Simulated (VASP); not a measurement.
# Ge (Fm-3m) in VASP: settings compared

Ge is run at these levels: PBE, PBE+D3(BJ); tasks: single point.

Program: VASP 6.6.1. These are calculated values, not measurements. Logs are shortened: lines on timing, memory, paths and dates and some standing lists are left out, and cuts for length are marked.

### 1 The cell of the first run

Symmetry: Fm-3m, No. 225, cubic system. Conventional cell: a = 4.197 Å, b = 4.197 Å, c = 4.197 Å, α = 90.00°, β = 90.00°, γ = 90.00°. Ge (site symmetry m-3m) has 12 Ge at 2.97 Å within 3.9 Å.

### 2 Single point, PBE

INCAR

```
SYSTEM = Ge
PREC = Accurate
ENCUT = 500
EDIFF = 1E-6
ISMEAR = 0
SIGMA = 0.1
LREAL = .False.
LASPH = .True.
NELM = 120
ALGO = Normal
ISIF = 2
LWAVE = .False.
LCHARG = .False.
GGA = PE
NBANDS = 13
GGA_COMPAT = .False.
```

KPOINTS

```
Automatic mesh
0
Gamma
  10 10 10
  0 0 0
```

POSCAR

```
Ge
1.0
    0.0000000000      2.0983605250      2.0983605250
    2.0983605250      0.0000000000      2.0983605250
    2.0983605250      2.0983605250      0.0000000000
Ge
1
Direct
    0.1730000000      0.8750000000      0.1850000000
```

Potentials or basis: VASP PAW PBE potentials, release 64 (Ge_d).

Launch:

```sh
$ cat potpaw_PBE.64/Ge_d/POTCAR > POTCAR
$ mpirun -np 1 vasp_std > vasp.out
```

OUTCAR:

```text
SYSTEM = Ge
   PREC = Accurate
   ENCUT = 500
   EDIFF = 1E-6
   ISMEAR = 0
   LREAL = .False.
   LASPH = .True.
   NELM = 120
   ISIF = 2
   GGA = PE

 ion  position               nearest neighbor table
   1  0.173  0.875  0.185-

  LATTYP: Found a face centered cubic cell.
 ALAT       =     4.1967210500

  Lattice vectors:

 A1 = (   0.0000000000,   2.0983605250,   2.0983605250)
 A2 = (   2.0983605250,   0.0000000000,   2.0983605250)
 A3 = (   2.0983605250,   2.0983605250,   0.0000000000)

Analysis of symmetry for initial positions (statically):
=====================================================================
 Subroutine PRICEL returns:
 Original cell was already a primitive cell.

 Routine SETGRP: Setting up the symmetry group for a
 face centered cubic supercell.

 Subroutine GETGRP returns: Found 48 space group operations
 (whereof  1 operations were pure point group operations)
 out of a pool of 48 trial point group operations.

The static configuration has the point symmetry C_1 .
 The point group associated with its full space group is O_h .

Analysis of symmetry for dynamics (positions and initial velocities):
=====================================================================
 Subroutine PRICEL returns:
 Original cell was already a primitive cell.

 Routine SETGRP: Setting up the symmetry group for a
 face centered cubic supercell.

 Subroutine GETGRP returns: Found 48 space group operations
 (whereof  1 operations were pure point group operations)
 out of a pool of 48 trial point group operations.

The dynamic configuration has the point symmetry C_1 .
 The point group associated with its full space group is O_h .

 Subroutine INISYM returns: Found 48 space group operations
 (whereof  1 operations are pure point group operations),
 and found     1 'primitive' translations

----------------------------------------------------------------------------------------

                                     Primitive cell

  volume of cell :      18.4787

  direct lattice vectors                    reciprocal lattice vectors
     0.000000000  2.098360525  2.098360525    -0.238281265  0.238281265  0.238281265
     2.098360525  0.000000000  2.098360525     0.238281265 -0.238281265  0.238281265
     2.098360525  2.098360525  0.000000000     0.238281265  0.238281265 -0.238281265

  length of vectors
     2.967529913  2.967529913  2.967529913     0.412715257  0.412715257  0.412715257

[... 86 lines left out ...]
   POTIM  = 0.5000    time-step for ionic-motion
   TEBEG  =    0.0;   TEEND  =   0.0 temperature during run
   PSTRESS=    0.0 pullay stress
   NELECT =      14.0000    total number of electrons
   NUPDOWN=      -1.0000    fix difference up-down
   EMIN   =  10.00;   EMAX   =-10.00  energy-range for DOS
   EFERMI =   0.00;   METHOD = LEGACY
   ISMEAR =     0;   SIGMA  =   0.10  broadening in eV -4-tet -1-fermi 0-gaus
   EFERMI_NEDOS =   21; number of points for ismear=-14 and -15
   IALGO  =     38    algorithm
   IMIX   =      4    mixing-type and parameters
     AMIX     =   0.40;   BMIX     =  1.00
     AMIX_MAG =   1.60;   BMIX_MAG =  1.00
  volume/ion in A,a.u.               =      18.48       124.70
  Fermi-wavevector in a.u.,A,eV,Ry     =   1.492430  2.820284 30.304914  2.227348
  Thomas-Fermi vector in A             =   2.604959
   LORBIT       =      0    0 simple, 1 ext, 2 COOP (PROOUT), +10 PAW based schemes
   GGA     = PE    functional components
   LHFCALC =     F    Hartree Fock is set to
   AEXX    =    0.0000 exact exchange contribution
   IVDW    =     0    specifies the selected vdW correction
   LEPSILON=     F    determine dielectric tensor
   LRPA    =     F    only Hartree local field effects (RPA)
 non-spin polarized calculation
 Gauss-broadening in eV      SIGMA  =   0.10
  energy-cutoff  :      500.00
  volume of cell :       18.48
 maximum number of plane-waves:       495
 NGX is ok and might be reduce to    24
   NGX = 11   NGY = 11   NGZ = 11

 number of electron      13.9999997 magnetization

 Free energy of the ion-electron system (eV)
  ---------------------------------------------------
  ext. energy  EPLUGINS =         0.00000000
  ---------------------------------------------------
  free energy    TOTEN  =        -4.17098334 eV

  energy without entropy =       -4.16527251  energy(sigma->0) =       -4.16812793

 E-fermi :   7.1122     XC(G=0): -11.4038

 val. band max:        7.0641197580   @ k =   0.4000   0.2000   0.1000
 cond. band min:       7.1819338219   @ k =   0.4000   0.3000   0.0000
 fundamental gap:      0.1178140639
 Fermi energy:         7.1121937399

 k-point     1 :       0.0000    0.0000    0.0000
  band No.  band energies     occupation
      1     -17.7155      2.00000
      2     -17.7155      2.00000
      3     -17.7155      2.00000
      4     -17.6623      2.00000
      5     -17.6623      2.00000
      6      -6.3272      2.00000
      7      16.2270      0.00000
      8      16.2270      0.00000
      9      16.2270      0.00000
     10      21.2410      0.00000
     11      21.2410      0.00000
     12      21.2410      0.00000
     13      22.2026      0.00000
[... 354 lines left out ...]
  band No.  band energies     occupation
      1     -17.7580      2.00000
      2     -17.7182      2.00000
      3     -17.6398      2.00000
      4     -17.6287      2.00000
      5     -17.6147      2.00000
      6      -2.0369      2.00000
      7       7.1819      0.32400
      8       9.2534      0.00000
      9      10.6683      0.00000
     10      14.6704      0.00000
     11      16.4943      0.00000
     12      28.9901      0.00000
     13      29.8007      0.00000

 [... further k-points ...]

------------------------ aborting loop because EDIFF is reached ----------------------------------------

  FORCE on cell =-STRESS in cart. coord.  units (eV):
  Direction    XX          YY          ZZ          XY          YZ          ZX
  --------------------------------------------------------------------------------------
  -------------------------------------------------------------------------------------
  Total        0.4273126      0.4273126      0.4273126     -0.0000000     -0.0000000      0.0000000
  in kB       37.0498116     37.0498116     37.0498116     -0.0000000     -0.0000000      0.0000000
  external PRESSURE =      37.0498116 kB  Pullay stress =       0.0000000 kB

 VOLUME and BASIS-vectors are now :
 -----------------------------------------------------------------------------
  energy-cutoff  :      500.00
  volume of cell :       18.48
      direct lattice vectors                 reciprocal lattice vectors
     0.000000000  2.098360525  2.098360525    -0.238281265  0.238281265  0.238281265
     2.098360525  0.000000000  2.098360525     0.238281265 -0.238281265  0.238281265
     2.098360525  2.098360525  0.000000000     0.238281265  0.238281265 -0.238281265

 POSITION                                       TOTAL-FORCE (eV/Angst)
 -----------------------------------------------------------------------------------
      2.22426      0.75121      2.19908         0.000000      0.000000     -0.000000
 -----------------------------------------------------------------------------------
    total drift:                                0.000038     -0.000052     -0.000088

  FREE ENERGIE OF THE ION-ELECTRON SYSTEM (eV)
  ---------------------------------------------------
  free  energy   TOTEN  =        -4.1709833438 eV

  energy  without entropy=       -4.1652725119  energy(sigma->0) =       -4.16812793
```

stdout:

```text
POSCAR found type information on POSCAR Ge
 POSCAR found :  1 types and       1 ions
 scaLAPACK will be used
 LDA part: xc-table for (Slater+PW92), standard interpolation
 POSCAR, INCAR and KPOINTS ok, starting setup
 FFT: planning ... GRIDC
 FFT: planning ... GRID_SOFT
 FFT: planning ... GRID
 WAVECAR not read
 entering main loop
```

Run time: 9.1 s. Hardware: 1 thread of AMD EPYC 7R43 (Zen 3), shared host; peak memory 0.1 GiB.

What came out:

```yaml
Free_energy: -4.1710 eV
Pressure: 3.7 GPa
Band_gap_on_the_k_mesh: zero (band 7 reaches 16.23 eV, above the bottom of band 8 at 4.69 eV)
```

### 3 Single point, PBE

INCAR

```
SYSTEM = Ge
PREC     = Accurate       ! precision mode
ENCUT    = 500            ! plane-wave cutoff, eV
EDIFF    = 1E-6           ! SCF threshold, eV
ISMEAR   = 0              ! smearing method
SIGMA    = 0.1            ! smearing width, eV
LREAL    = .False.        ! projectors in reciprocal space
LASPH    = .True.         ! aspherical terms in the spheres
NELM     = 120            ! most SCF steps
ALGO     = Normal         ! electronic algorithm
ISIF     = 2              ! what is computed and relaxed
LWAVE    = .False.        ! write WAVECAR
LCHARG   = .False.        ! write CHGCAR
GGA      = PE             ! functional
NBANDS   = 13             ! bands
GGA_COMPAT= .False.
```

KPOINTS

```
regular mesh
0
Gamma
  10 10 10
  0 0 0
```

Changes to POSCAR since step 2:

```diff
@@ -8,2 +8,2 @@
 Direct
-    0.1730000000      0.8750000000      0.1850000000
+    0.2090000000      0.9750000000      0.7670000000
```

Potentials or basis: VASP PAW PBE potentials, release 64 (Ge_d).

Launch:

```sh
$ cat potpaw_PBE.64/Ge_d/POTCAR > POTCAR
$ mpirun -np 1 vasp_std > vasp.out
```

It took 9.1 s on 1 thread of AMD EPYC 7R43 (Zen 3), shared host; peak memory 0.1 GiB.

The run converged. Its results:

- Free energy: -4.1710 eV
- Pressure: 3.7 GPa
- Band gap on the k mesh: zero (band 7 reaches 16.23 eV, above the bottom of band 8 at 4.69 eV)

Levels at points of the mesh, in eV from the Fermi level:
```
           k point  band 5  band 6  band 7  band 8  band 9  band 10
(0.00, 0.00, 0.00)  -24.77  -13.44    9.11    9.11    9.11    14.13
(0.50, 0.00, 0.00)  -24.72   -8.01   -5.75    6.98    6.98    12.33
(0.50, 0.50, 0.00)  -24.71   -5.62   -4.46    2.61    2.61     6.43
```

### 4 Single point, PBE+D3(BJ)

INCAR

```
PREC = Accurate ; ENCUT = 500
EDIFF = 1E-6 ; ISMEAR = 0
SIGMA = 0.1 ; LREAL = F
LASPH = T ; NELM = 120
ALGO = Normal ; ISIF = 2
LWAVE = F ; LCHARG = F
GGA = PE ; IVDW = 12
NBANDS = 13 ; GGA_COMPAT = F
```

KPOINTS

```
Automatic mesh
0
Gamma
  10 10 10
```

Changes to POSCAR since step 3:

```diff
@@ -8,2 +8,2 @@
 Direct
-    0.2090000000      0.9750000000      0.7670000000
+    0.0000000000      0.0000000000      0.0000000000
```

Potentials or basis: VASP PAW PBE potentials, release 64 (Ge_d).

Launch:

```sh
$ cat potpaw_PBE.64/Ge_d/POTCAR > POTCAR
$ mpirun -np 1 vasp_std > vasp.out
```

OUTCAR:

```text
PREC = Accurate
   ENCUT = 500
   EDIFF = 1E-6
   ISMEAR = 0
   LREAL = F
   LASPH = T
   NELM = 120
   ISIF = 2
   GGA = PE
   IVDW = 12
 IVDW          = 12

 ion  position               nearest neighbor table
   1  0.000  0.000  0.000-

  LATTYP: Found a face centered cubic cell.
 ALAT       =     4.1967210500

  Lattice vectors:

 A1 = (   0.0000000000,   2.0983605250,   2.0983605250)
 A2 = (   2.0983605250,   0.0000000000,   2.0983605250)
 A3 = (   2.0983605250,   2.0983605250,   0.0000000000)

Analysis of symmetry for initial positions (statically):
=====================================================================
 Subroutine PRICEL returns:
 Original cell was already a primitive cell.

 Routine SETGRP: Setting up the symmetry group for a
 face centered cubic supercell.

 Subroutine GETGRP returns: Found 48 space group operations
[... 9 lines left out ...]

 Routine SETGRP: Setting up the symmetry group for a
 face centered cubic supercell.

 Subroutine GETGRP returns: Found 48 space group operations
[... 11 lines left out ...]
                                     Primitive cell

  volume of cell :      18.4787

  direct lattice vectors                    reciprocal lattice vectors
     0.000000000  2.098360525  2.098360525    -0.238281265  0.238281265  0.238281265
     2.098360525  0.000000000  2.098360525     0.238281265 -0.238281265  0.238281265
     2.098360525  2.098360525  0.000000000     0.238281265  0.238281265 -0.238281265

  length of vectors
     2.967529913  2.967529913  2.967529913     0.412715257  0.412715257  0.412715257

  position of ions in fractional coordinates (direct lattice)
     0.000000000  0.000000000  0.000000000

  ion indices of the primitive-cell ions
   primitive index   ion index
                 1           1

----------------------------------------------------------------------------------------

 KPOINTS: Automatic mesh

Automatic generation of k-mesh.
 Grid dimensions read from file:
[... 90 lines left out ...]
   GGA     = PE    functional components
   LHFCALC =     F    Hartree Fock is set to
   AEXX    =    0.0000 exact exchange contribution
   IVDW    =    12    specifies the selected vdW correction
   LEPSILON=     F    determine dielectric tensor
   LRPA    =     F    only Hartree local field effects (RPA)
 non-spin polarized calculation
 Gauss-broadening in eV      SIGMA  =   0.10
  energy-cutoff  :      500.00
  volume of cell :       18.48
 maximum number of plane-waves:       495
 NGX is ok and might be reduce to    24
   NGX = 11   NGY = 11   NGZ = 11

 number of electron      13.9999991 magnetization

 Free energy of the ion-electron system (eV)
  ---------------------------------------------------
  ext. energy  EPLUGINS =         0.00000000
  ---------------------------------------------------
  free energy    TOTEN  =        -4.17097712 eV

  energy without entropy =       -4.16526628  energy(sigma->0) =       -4.16812170

 E-fermi :   7.1122     XC(G=0): -11.4038

 val. band max:        7.0641163936   @ k =   0.4000   0.2000   0.1000
 cond. band min:       7.1819295333   @ k =   0.4000   0.3000   0.0000
 fundamental gap:      0.1178131397
 Fermi energy:         7.1121905882

 k-point     1 :       0.0000    0.0000    0.0000
  band No.  band energies     occupation
      1     -17.7155      2.00000
      2     -17.7155      2.00000
      3     -17.7155      2.00000
      4     -17.6624      2.00000
      5     -17.6624      2.00000
      6      -6.3272      2.00000
      7      16.2270      0.00000
      8      16.2270      0.00000
      9      16.2270      0.00000
     10      21.2410      0.00000
     11      21.2410      0.00000
     12      21.2410      0.00000
     13      22.2026      0.00000
[... 354 lines left out ...]
  band No.  band energies     occupation
      1     -17.7580      2.00000
      2     -17.7182      2.00000
      3     -17.6399      2.00000
      4     -17.6287      2.00000
      5     -17.6148      2.00000
      6      -2.0369      2.00000
      7       7.1819      0.32401
      8       9.2534      0.00000
      9      10.6683      0.00000
     10      14.6704      0.00000
     11      16.4943      0.00000
     12      28.9901      0.00000
     13      29.8007      0.00000

 [... further k-points ...]

------------------------ aborting loop because EDIFF is reached ----------------------------------------

 Edisp (eV)   -0.35779

 E8    (eV) :    -0.1579

  FORCE on cell =-STRESS in cart. coord.  units (eV):
  Direction    XX          YY          ZZ          XY          YZ          ZX
  --------------------------------------------------------------------------------------
  -------------------------------------------------------------------------------------
  Total       0.06197     0.06197     0.06197     0.00000     0.00000     0.00000
  in kB       5.37337     5.37337     5.37337     0.00000     0.00000     0.00000
  external pressure =        5.37 kB  Pullay stress =        0.00 kB

 VOLUME and BASIS-vectors are now :
 -----------------------------------------------------------------------------
  energy-cutoff  :      500.00
  volume of cell :       18.48
      direct lattice vectors                 reciprocal lattice vectors
     0.000000000  2.098360525  2.098360525    -0.238281265  0.238281265  0.238281265
     2.098360525  0.000000000  2.098360525     0.238281265 -0.238281265  0.238281265
     2.098360525  2.098360525  0.000000000     0.238281265  0.238281265 -0.238281265

 POSITION                                       TOTAL-FORCE (eV/Angst)
 -----------------------------------------------------------------------------------
      0.00000      0.00000      0.00000        -0.000000     -0.000000     -0.000000
 -----------------------------------------------------------------------------------
    total drift:                               -0.000000     -0.000000     -0.000000

  FREE ENERGIE OF THE ION-ELECTRON SYSTEM (eV)
  ---------------------------------------------------
  free  energy   TOTEN  =        -4.5287694848 eV

  energy  without entropy=       -4.5230586513  energy(sigma->0) =       -4.52591407
```

It took 9.4 s on 1 thread of AMD EPYC 7R43 (Zen 3), shared host; peak memory 0.12 GiB.

Results:

| Quantity | Value |
| --- | --- |
| Free energy | -4.5288 eV |
| Pressure | 0.5 GPa |
| Band gap on the k mesh | zero (band 7 reaches 16.23 eV, above the bottom of band 8 at 4.69 eV) |
| Dispersion energy per atom | -0.358 eV |

Caveat: pairwise dispersion overbinds metals, which lowers pressure and volume.
